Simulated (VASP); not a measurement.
# CuO: single point with LDA

The system is CuO.

```
CELL_PARAMETERS angstrom
0.00000 2.19586 2.19586
2.19586 0.00000 2.19586
2.19586 2.19586 0.00000
ATOMIC_POSITIONS crystal
Cu 0.00000 0.00000 0.00000
O 0.25000 0.25000 0.25000
```

```
Program             : VASP 6.6.1
Task                : single point
Functional          : LDA
Potentials or basis : VASP PAW LDA potentials, release 64 (Cu, O)
Cutoff              : 520 eV
k mesh              : 10 × 10 × 10
Occupations         : fermi-dirac, width 0.05 eV
Spin                : no spin polarisation
```

| Item | Value |
| --- | --- |
| Pressure | 1.0 GPa |

Levels at points of the mesh, in eV from the Fermi level:
| k point | band 6 | band 7 | band 8 | band 9 | band 10 | band 11 | band 12 | band 13 |
| --- | --- | --- | --- | --- | --- | --- | --- | --- |
| (0.00, 0.00, 0.00) | -2.30 | 0.91 | 0.91 | 0.91 | 1.10 | 14.74 | 14.74 | 14.74 |
| (0.50, 0.00, 0.00) | -2.17 | -2.04 | -0.03 | -0.03 | 6.41 | 8.17 | 14.32 | 14.32 |
| (0.50, 0.50, 0.00) | -2.02 | -1.55 | -1.32 | -1.32 | 5.90 | 10.73 | 11.55 | 15.42 |

Run time: 11 s on 1 thread of Intel(R) Xeon(R) Platinum 8259CL CPU @ 2.50GHz (Skylake/Cascade Lake), with other jobs on the host, peak memory 0.13 GiB.

Caveat: an odd number of electrons without spin polarisation forces a metal; a magnetic or distorted state may lie lower; semilocal functionals often make such compounds metallic where correlation or magnetic order opens a gap, which also shifts bond lengths. With open d or f shells a metallic result of LDA can be an artefact of self-interaction; +U or a hybrid may open a gap.
